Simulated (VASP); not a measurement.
Wanted: the native input for a VASP 6.6.1 run.

```yaml
Task: single point
Functional: PBE
Potentials_or_basis: VASP PAW PBE potentials, release 64 (Al, N)
Cutoff: 600 eV
k_mesh: 6 × 6 × 6
Occupations: gaussian, width 0.1 eV
Spin: no spin polarisation
Dipole_correction: no
Further_INCAR_settings: ALGO = Normal; EDIFF = 1e-06; NBANDS = 11
```

The structure of AlN lies in POSCAR:

```
AlN
1.0
    0.0000000000      2.0345180000      2.0345180000
    2.0345180000      0.0000000000      2.0345180000
    2.0345180000      2.0345180000      0.0000000000
Al N
1 1
Direct
    0.5000000000      0.5000000000      0.5000000000
    0.0000000000      0.0000000000      0.0000000000
```

The input as run:

INCAR

```
SYSTEM = AlN
ALGO = Normal
EDIFF = 1E-6
ENCUT = 600
GGA = PE
GGA_COMPAT = .False.
ISIF = 2
ISMEAR = 0
LASPH = .True.
LCHARG = .False.
LREAL = .False.
LWAVE = .False.
NBANDS = 11
NELM = 120
PREC = Accurate
SIGMA = 0.1
```

KPOINTS

```
k-points
0
Gamma
  6 6 6
  0 0 0
```

Potentials or basis: VASP PAW PBE potentials, release 64 (Al, N).

Command:

```console
$ cat potpaw_PBE.64/Al/POTCAR potpaw_PBE.64/N/POTCAR > POTCAR
$ mpirun -np 1 vasp_std > vasp.out
```

Results of the run:

- Pressure: -0.2 GPa
- Band gap on the k mesh: 4.42 eV, indirect (least direct gap 5.41 eV)

Caveat: the k points lie up to 0.45 Å⁻¹ apart.

Run time: 5.5 s on 1 thread of AMD EPYC 7R43 64-Core Processor (Zen 3), with other jobs on the host, peak memory 0.09 GiB.
